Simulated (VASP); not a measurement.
# Ta (P6_3/mmc) in VASP: notebook, part 2 of 2

VASP 6.6.1.

## 4. Single point, PBE

This run uses another cell than the first one, of the same volume but with other edges.

File INCAR:

```
SYSTEM = Ta
ALGO = Fast ; EDIFF = 1E-7
ENCUT = 520 ; GGA = PE
ISIF = 2 ; ISMEAR = 0
LASPH = .TRUE. ; LCHARG = .TRUE.
LELF = .TRUE. ; LREAL = .FALSE.
LVHAR = .TRUE. ; LWAVE = .FALSE.
NBANDS = 18 ; NELM = 80
PREC = Accurate ; SIGMA = 0.15
```

File KPOINTS:

```
k-points
0
G
  21 21 10
  0 0 0
```

File POSCAR:

```
Ta
1.0
    2.9821153548      0.0000000000      0.0000000000
   -1.4910576774      2.5825876543      0.0000000000
    0.0000000000      0.0000000000      4.8869285271
Ta
2
Direct
    0.6666666667      0.3333333333      0.7500000000
    0.3333333333      0.6666666667      0.2500000000
```

Potentials or basis: VASP PAW PBE potentials, release 64 (Ta_pv).

Run with:

```sh
> cat potpaw_PBE.64/Ta_pv/POTCAR > POTCAR
> mpirun -np 1 vasp_std > vasp.out
```

OUTCAR:

```text
SYSTEM = Ta
   EDIFF = 1E-7
   ENCUT = 520
   GGA = PE
   ISIF = 2
   ISMEAR = 0
   LASPH = .TRUE.
   LREAL = .FALSE.
   NELM = 80
   PREC = Accurate

 ion  position               nearest neighbor table
   1  0.667  0.333  0.750-   2 2.99   2 2.99   2 2.99   2 2.99   2 2.99   2 2.99
   2  0.333  0.667  0.250-   1 2.99   1 2.99   1 2.99   1 2.99   1 2.99   1 2.99

  LATTYP: Found a hexagonal cell.
 ALAT       =     2.9821153548
 C/A-ratio  =     1.6387456371

  Lattice vectors:

 A1 = (   2.9821153548,   0.0000000000,   0.0000000000)
 A2 = (  -1.4910576774,   2.5825876543,   0.0000000000)
 A3 = (   0.0000000000,   0.0000000000,   4.8869285271)

Analysis of symmetry for initial positions (statically):
=====================================================================
 Subroutine PRICEL returns:
 Original cell was already a primitive cell.

 Routine SETGRP: Setting up the symmetry group for a
 hexagonal supercell.

 Subroutine GETGRP returns: Found 24 space group operations
 (whereof 12 operations were pure point group operations)
 out of a pool of 24 trial point group operations.

The static configuration has the point symmetry D_3d.
 The point group associated with its full space group is D_6h.

Analysis of symmetry for dynamics (positions and initial velocities):
=====================================================================
 Subroutine PRICEL returns:
 Original cell was already a primitive cell.

 Routine SETGRP: Setting up the symmetry group for a
 hexagonal supercell.

 Subroutine GETGRP returns: Found 24 space group operations
 (whereof 12 operations were pure point group operations)
 out of a pool of 24 trial point group operations.

The dynamic configuration has the point symmetry D_3d.
 The point group associated with its full space group is D_6h.

 Subroutine INISYM returns: Found 24 space group operations
 (whereof 12 operations are pure point group operations),
 and found     1 'primitive' translations

----------------------------------------------------------------------------------------

                                     Primitive cell

  volume of cell :      37.6370

  direct lattice vectors                    reciprocal lattice vectors
     2.982115355  0.000000000  0.000000000     0.335332434  0.193604271  0.000000000
    -1.491057677  2.582587654  0.000000000     0.000000000  0.387208542  0.000000000
     0.000000000  0.000000000  4.886928527     0.000000000  0.000000000  0.204627507

  length of vectors
     2.982115355  2.982115355  4.886928527     0.387208542  0.387208542  0.204627507

  position of ions in fractional coordinates (direct lattice)
     0.666666667  0.333333333  0.750000000
     0.333333333  0.666666667  0.250000000

  ion indices of the primitive-cell ions
   primitive index   ion index
                 1           1
                 2           2

----------------------------------------------------------------------------------------

 KPOINTS: k-points

Automatic generation of k-mesh.
 Grid dimensions read from file:
 generate k-points for:   21   21   10

 Generating k-lattice:

  Cartesian coordinates                     Fractional coordinates (reciprocal lattice)
     0.015968211  0.009219251  0.000000000     0.047619048  0.000000000  0.000000000
     0.000000000  0.018438502  0.000000000     0.000000000  0.047619048  0.000000000
     0.000000000  0.000000000  0.020462751     0.000000000  0.000000000  0.100000000

  Length of vectors
     0.018438502  0.018438502  0.020462751

  Shift w.r.t. Gamma in fractional coordinates (k-lattice)
     0.000000000  0.000000000  0.000000000

 Subroutine IBZKPT returns following result:
 ===========================================

 Found    288 irreducible k-points:

 Following reciprocal coordinates:
            Coordinates               Weight
  0.000000  0.000000  0.000000      1.000000
  0.047619  0.000000  0.000000      6.000000
  0.095238 -0.000000  0.000000      6.000000
  0.142857  0.000000  0.000000      6.000000
  0.190476 -0.000000  0.000000      6.000000
  0.238095  0.000000  0.000000      6.000000
[... 16 lines left out ...]
  0.142857  0.095238  0.000000     12.000000
  0.190476  0.095238  0.000000     12.000000
 [... further k-points ...]
   k-points           NKPTS =    288   k-points in BZ     NKDIM =    288   number of bands    NBANDS=     18
   number of dos      NEDOS =    301   number of ions     NIONS =      2
   total plane-waves  NPLWV =  20736
   dimension x,y,z NGX =    24 NGY =   24 NGZ =   36
   dimension x,y,z NGXF=    48 NGYF=   48 NGZF=   72
   ions per type =               2
   NGX,Y,Z   is equivalent  to a cutoff of  13.38, 13.38, 12.25 a.u.
   NGXF,Y,Z  is equivalent  to a cutoff of  26.76, 26.76, 24.49 a.u.
 SYSTEM =  Ta
   PREC   = accura    normal or accurate (medium, high low for compatibility)
   ISTART =      0    job   : 0-new  1-cont  2-samecut
   ICHARG =      2    charge: 1-file 2-atom 10-const
   ISPIN  =      1    spin polarized calculation?
   LNONCOLLINEAR =      F non collinear calculations
   LSORBIT =      F    spin-orbit coupling
   LASPH  =      T    aspherical Exc in radial PAW
   ENCUT  =  520.0 eV  38.22 Ry    6.18 a.u.   5.54  5.54  9.09*2*pi/ulx,y,z
   NELM   =     80;   NELMIN=  2; NELMDL= -5     # of ELM steps
   EDIFF  = 0.1E-06   stopping-criterion for ELM
   LREAL  =      F    real-space projection
   EDIFFG = 0.1E-05   stopping-criterion for IOM
   NSW    =      0    number of steps for IOM
   IBRION =     -1    ionic relax: 0-MD 1-quasi-New 2-CG
   NFREE  =      0    steps in history (QN), initial steepest desc. (CG)
   ISIF   =      2    stress and relaxation
   ISYM   =      2    0-nonsym 1-usesym 2-fastsym
   POTIM  = 0.5000    time-step for ionic-motion
   TEBEG  =    0.0;   TEEND  =   0.0 temperature during run
   PSTRESS=    0.0 pullay stress
   NELECT =      22.0000    total number of electrons
   NUPDOWN=      -1.0000    fix difference up-down
   EMIN   =  10.00;   EMAX   =-10.00  energy-range for DOS
   EFERMI =   0.00;   METHOD = LEGACY
   ISMEAR =     0;   SIGMA  =   0.15  broadening in eV -4-tet -1-fermi 0-gaus
   EFERMI_NEDOS =   21; number of points for ismear=-14 and -15
   IALGO  =     68    algorithm
   IMIX   =      4    mixing-type and parameters
     AMIX     =   0.40;   BMIX     =  1.00
     AMIX_MAG =   1.60;   BMIX_MAG =  1.00
  volume/ion in A,a.u.               =      18.82       126.99
  Fermi-wavevector in a.u.,A,eV,Ry     =   1.368812  2.586680 25.492516  1.873647
  Thomas-Fermi vector in A             =   2.494743
   LORBIT       =      0    0 simple, 1 ext, 2 COOP (PROOUT), +10 PAW based schemes
   GGA     = PE    functional components
   LHFCALC =     F    Hartree Fock is set to
   AEXX    =    0.0000 exact exchange contribution
   IVDW    =     0    specifies the selected vdW correction
   LEPSILON=     F    determine dielectric tensor
   LRPA    =     F    only Hartree local field effects (RPA)
 non-spin polarized calculation
 RMM-DIIS sequential band-by-band and
 Gauss-broadening in eV      SIGMA  =   0.15
  energy-cutoff  :      520.00
  volume of cell :       37.64
 maximum number of plane-waves:      1039
 NGX is ok and might be reduce to    24

 number of electron      21.9999999 magnetization

 Free energy of the ion-electron system (eV)
  ---------------------------------------------------
  ext. energy  EPLUGINS =         0.00000000
  ---------------------------------------------------
  free energy    TOTEN  =       -23.00131352 eV

  energy without entropy =      -22.96951613  energy(sigma->0) =      -22.98541483

 E-fermi :   5.6357     XC(G=0): -12.3907

 val. band max:        5.6289943359   @ k =   0.3810   0.1905   0.1000
 cond. band min:       5.6358064869   @ k =   0.3333   0.0476   0.2000
 fundamental gap:      0.0068121511
 Fermi energy:         5.6357417555

 k-point     1 :       0.0000    0.0000    0.0000
  band No.  band energies     occupation
      1     -29.0547      2.00000
      2     -28.2168      2.00000
      3     -28.2168      2.00000
      4     -28.0848      2.00000
      5     -28.0848      2.00000
      6     -28.0524      2.00000
[... 10 lines left out ...]
     17      10.5642      0.00000
     18      10.5642      0.00000
[... 463 lines left out ...]
 k-point    24 :       0.1905    0.0952    0.0000
  band No.  band energies     occupation
      1     -28.8715      2.00000
      2     -28.5917      2.00000
      3     -28.5124      2.00000
      4     -28.3249      2.00000
      5     -28.1778      2.00000
      6     -28.1295      2.00000
[... 10 lines left out ...]
     17      11.0835      0.00000
     18      14.3527      0.00000

 [... further k-points ...]

------------------------ aborting loop because EDIFF is reached ----------------------------------------

  FORCE on cell =-STRESS in cart. coord.  units (eV):
  Direction    XX          YY          ZZ          XY          YZ          ZX
  --------------------------------------------------------------------------------------
  -------------------------------------------------------------------------------------
  Total       -1.0526349     -1.0526349      1.4955529      0.0000000      0.0000000     -0.0000000
  in kB      -44.8097856    -44.8097856     63.6644322      0.0000000      0.0000000     -0.0000000
  external PRESSURE =      -8.6517130 kB  Pullay stress =       0.0000000 kB

 VOLUME and BASIS-vectors are now :
 -----------------------------------------------------------------------------
  energy-cutoff  :      520.00
  volume of cell :       37.64
      direct lattice vectors                 reciprocal lattice vectors
     2.982115355  0.000000000  0.000000000     0.335332434  0.193604271  0.000000000
    -1.491057677  2.582587654  0.000000000     0.000000000  0.387208542  0.000000000
     0.000000000  0.000000000  4.886928527     0.000000000  0.000000000  0.204627507

 POSITION                                       TOTAL-FORCE (eV/Angst)
 -----------------------------------------------------------------------------------
      1.49106      0.86086      3.66520         0.000000      0.000000      0.000000
     -0.00000      1.72173      1.22173        -0.000000     -0.000000      0.000000
 -----------------------------------------------------------------------------------
    total drift:                                0.000000     -0.000000      0.000000

  FREE ENERGIE OF THE ION-ELECTRON SYSTEM (eV)
  ---------------------------------------------------
  free  energy   TOTEN  =       -23.0013135219 eV

  energy  without entropy=      -22.9695161284  energy(sigma->0) =      -22.98541483
```

stdout:

```text
POSCAR found type information on POSCAR Ta
 POSCAR found :  1 types and       2 ions
 scaLAPACK will be used
 LDA part: xc-table for (Slater+PW92), standard interpolation
 POSCAR, INCAR and KPOINTS ok, starting setup
 FFT: planning ... GRIDC
 FFT: planning ... GRID_SOFT
 FFT: planning ... GRID
 WAVECAR not read
 entering main loop
```

Wall time 3 min (1 thread of AMD EPYC 9R45 (Zen 5), shared host); peak memory 0.24 GiB.

Results:

| Quantity | Value |
| --- | --- |
| Free energy | -23.0013 eV |
| Pressure | -0.9 GPa |
| Band gap on the k mesh | zero (band 11 reaches 6.88 eV, above the bottom of band 12 at 4.87 eV) |

Stress tensor (GPa, compression positive):
```
-4.48  0.00  0.00
 0.00 -4.48  0.00
 0.00  0.00  6.37
```

Caveat: spin-orbit coupling is left out, which moves the levels of the heavy elements.

## 5. Summary

| cell | further INCAR settings | gap on the mesh (eV) | pressure (GPa) |
| --- | --- | --- | --- |
| a = 3.062, b = 3.062, c = 4.636 Å, angles 90.0, 90.0, 120.0°, 2 atoms | ALGO = Fast; EDIFF = 1e-06; NBANDS = 18 | none | -0.3 |
| a = 2.729, b = 2.729, c = 5.834 Å, angles 90.0, 90.0, 120.0°, 2 atoms | ALGO = Fast; EDIFF = 1e-07; NBANDS = 18 | none | 7.3 |
| a = 2.982, b = 2.982, c = 4.887 Å, angles 90.0, 90.0, 120.0°, 2 atoms | ALGO = Fast; EDIFF = 1e-07; NBANDS = 18 | none | -0.9 |

Alike in all rows: task single point; level PBE; potentials or basis VASP PAW PBE potentials, release 64 (Ta_pv); no spin polarisation; k mesh 21 × 21 × 10; cutoff (eV) 520; smearing gaussian 0.15 eV.

Caveats: spin-orbit coupling is left out, which moves the levels of the heavy elements.

Absolute energies hang on the potentials; compare differences alone.
